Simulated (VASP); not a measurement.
Write the native input for VASP 6.6.1 that does the following.

| Item | Value |
| --- | --- |
| Task | single point |
| Functional | PBE |
| Potentials or basis | VASP PAW PBE potentials, release 64 (Cu) |
| Cutoff | 520 eV |
| k mesh | 14 × 14 × 16 |
| Occupations | gaussian, width 0.1 eV |
| Spin | no spin polarisation |
| Dipole correction | no |
| Further INCAR settings | ALGO = Fast; EDIFF = 1e-06; NBANDS = 18 |

The structure of Cu lies in POSCAR:

```
Cu
1.0
    3.0100830822      0.0000000000      0.0000000000
    0.0000000000      3.0100830822      0.0000000000
    0.0000000000      0.0000000000      2.7260014626
Cu
2
Direct
    0.0000000000      0.0000000000      0.0000000000
    0.5000000000      0.5000000000      0.5000000000
```

This cell differs from its parent crystal: biaxial strain in the a-b plane: +2.0 %.

One way to write it, as run:

INCAR

```
SYSTEM = Cu
PREC = Accurate
ENCUT = 520
EDIFF = 1E-6
ISMEAR = 0
SIGMA = 0.1
LREAL = .FALSE.
LASPH = .TRUE.
NELM = 60
ALGO = Fast
ISIF = 2
LWAVE = .FALSE.
LCHARG = .FALSE.
GGA = PE
NBANDS = 18
```

KPOINTS

```
regular mesh
0
G
  14 14 16
  0 0 0
```

Potentials or basis: VASP PAW PBE potentials, release 64 (Cu).

The run is started by

```sh
$ cat potpaw_PBE.64/Cu/POTCAR > POTCAR
$ mpirun -np 1 vasp_std > vasp.out
```

It gave:

```yaml
Pressure: -2.5 GPa
Band_gap_on_the_k_mesh: zero (band 11 reaches 12.95 eV, above the bottom of band 12 at 5.53 eV)
```

Caveat: the cell differs from its parent crystal (biaxial strain in the a-b plane: +2.0 %).

Wall time 100 s on 1 thread of Intel(R) Xeon(R) Platinum 8259CL CPU @ 2.50GHz (Skylake/Cascade Lake) (shared host), peak memory 0.22 GiB.
